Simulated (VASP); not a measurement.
The system is LiW.

```
Li W
1.0
     1.51168   -2.16791    0.00000
     1.51168    2.16791    0.00000
     0.00000    0.00000    4.20842
Li W
1 1
Direct
  0.50000 0.50000 0.50000
  0.00000 0.00000 0.00000
```

The cell was built from a structure type or drawn by symmetry, and may not be a known phase.

```yaml
Program: VASP 6.6.1
Task: relaxation of cell and atoms
Functional: PBE
Potentials_or_basis: VASP PAW PBE potentials, release 64 (Li_sv, W_sv)
Cutoff: 750 eV
k_mesh: 8 × 8 × 4
Occupations: gaussian, width 0.1 eV
Spin: no spin polarisation
```

At the start: pressure 8.5 GPa; volume 13.79 Å³/atom.

Question: How do energy, volume and symmetry change on relaxing?

Answer: Over 10 steps the energy falls by 199.1 meV/atom and the volume is 15.82 Å³/atom (+14.7 %); space group Cmmm (No. 65, to 0.1 Å) before and after.

The path:
```csv
step,energy change (eV),largest force (eV/Å),pressure (GPa),volume (Å³)
1,0.0000,0.0000,8.52,27.58
2,-0.2827,0.0000,-0.55,30.52
3,-0.3185,0.0000,-4.19,32.41
4,-0.3495,0.0000,4.45,31.41
5,-0.3670,0.0000,0.99,31.77
6,-0.3902,0.0000,0.30,31.82
7,-0.3951,0.0000,0.38,31.82
8,-0.3965,0.0000,-1.44,31.98
9,-0.3974,0.0000,-0.76,31.92
10,-0.3982,0.0000,0.00,31.63
```

Final structure:
```
CELL_PARAMETERS angstrom
1.44487 -2.19528 0.00000
1.44487 2.19528 0.00000
0.00000 0.00000 4.98646
ATOMIC_POSITIONS crystal
Li 0.50000 0.50000 0.50000
W 0.00000 0.00000 0.00000
```

Caveat: the k points lie up to 0.33 Å⁻¹ apart in the final cell, too coarse for converged energies and pressures of a metal; a cell axis changed by over 15 % at a fixed basis, so the end point is rough.
